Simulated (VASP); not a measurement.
A run of VASP 6.6.1 is set up as follows.

Contents of INCAR:

```
SYSTEM = MgB2
PREC = Accurate ; ENCUT = 520
EDIFF = 1E-6 ; ISMEAR = -1
SIGMA = 0.15 ; LREAL = .False.
LASPH = .True. ; NELM = 100
ALGO = Normal ; ISIF = 2
LWAVE = .False. ; LCHARG = .False.
NBANDS = 11
```

File KPOINTS:

```
Automatic mesh
0
Gamma
  15 15 12
  0 0 0
```

The input POSCAR:

```
MgB2
1.0
    3.0364540308      0.0000000000      0.0000000000
   -1.5182270154      2.6296463281      0.0000000000
    0.0000000000      0.0000000000      3.4549288605
Mg B
1 2
Direct
    0.0000000000      0.0000000000      0.0000000000
    0.3333333333      0.6666666667      0.5000000000
    0.6666666667      0.3333333333      0.5000000000
```

Potentials or basis: VASP PAW LDA potentials, release 64 (Mg, B).

Command:

```console
$ cat potpaw_LDA.64/Mg/POTCAR potpaw_LDA.64/B/POTCAR > POTCAR
$ mpirun -np 1 vasp_std > vasp.out
```

(1) What does it give for the band gap on the k mesh?

(2) Estimate the pressure.

Answers

(1) zero (bands 4 and 5 overlap by 3.95 eV).

(2) -0.6 GPa.
